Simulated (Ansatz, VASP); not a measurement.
# Sc2Br: VASP beside Ansatz

```
Sc Br
1.0
    -1.66439    1.66439   12.63068
     1.66439   -1.66439   12.63068
     1.66439    1.66439  -12.63068
Sc Br
4 2
Cartesian
  0.0000 0.0000 10.7156
  1.6644 0.0000 4.4003
  1.6644 0.0000 8.2304
  0.0000 0.0000 14.5457
  0.0000 0.0000 0.0000
  0.0000 1.6644 6.3153
```

Alike in both runs: functional PBE; k mesh 6 × 6 × 6; occupations gaussian, width 0.1 eV; no spin polarisation.

Ansatz relaxed the structure, and its values are those at the end. VASP's run is a single point on that final structure, the one shown.

|  | VASP | Ansatz |
| --- | --- | --- |
| version | VASP 6.6.1 | Ansatz 0.2.0 |
| potentials or method | VASP PAW PBE potentials, release 64 (Sc_sv, Br), cutoff 520 eV | scalar-relativistic, plane waves, PAW |
| valence electrons in the cell | 58 | 58 |

Ansatz gave:

* gap on the k mesh at the Fermi level (eV): none
* pressure (GPa): 0.0

Task: What did VASP give for the same quantities?

Result: gap on the k mesh at the Fermi level (eV): none; pressure (GPa): 0.1.

A gap of «none» marks a metal or a gap that the smearing closes. With one functional, cell and mesh, what is left measures potentials, basis and numerics.

The k mesh is coarse, so the values compare programs but aren't converged.
